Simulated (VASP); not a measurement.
Crystal: Cu.

```xyz
2
Lattice="2.5171 0.0000 0.0000 -1.2585 2.1799 0.0000 0.0000 0.0000 4.0850" Properties=species:S:1:pos:R:3 pbc="T T T"
Cu    1.2585    0.7266    3.0637
Cu    0.0000    1.4532    1.0212
```

Base run:

```yaml
Program: VASP 6.6.1
Functional: r2SCAN
Potentials_or_basis: VASP PAW PBE potentials, release 64 (Cu)
Cutoff: 520 eV
k_mesh: 12 × 12 × 7
Occupations: fermi-dirac, width 0.05 eV
Spin: no spin polarisation
```

Its results: band gap on the k mesh zero (band 11 reaches 12.33 eV, above the bottom of band 12 at 6.00 eV); pressure 4.6 GPa.

Task: The run is repeated on the same cell with these changes: functional from r2SCAN to PBE0; k mesh from 12 × 12 × 7 to 6 × 6 × 4. What comes out?

Result: Band gap on the k mesh zero (band 11 reaches 13.16 eV, above the bottom of band 12 at 4.23 eV); pressure 11.7 GPa.

Several settings changed at once, so the effect can't be laid on one alone.

Caveats: some runs use coarse meshes; the PAW data sets were made with another functional, which shifts forces and pressure a little.
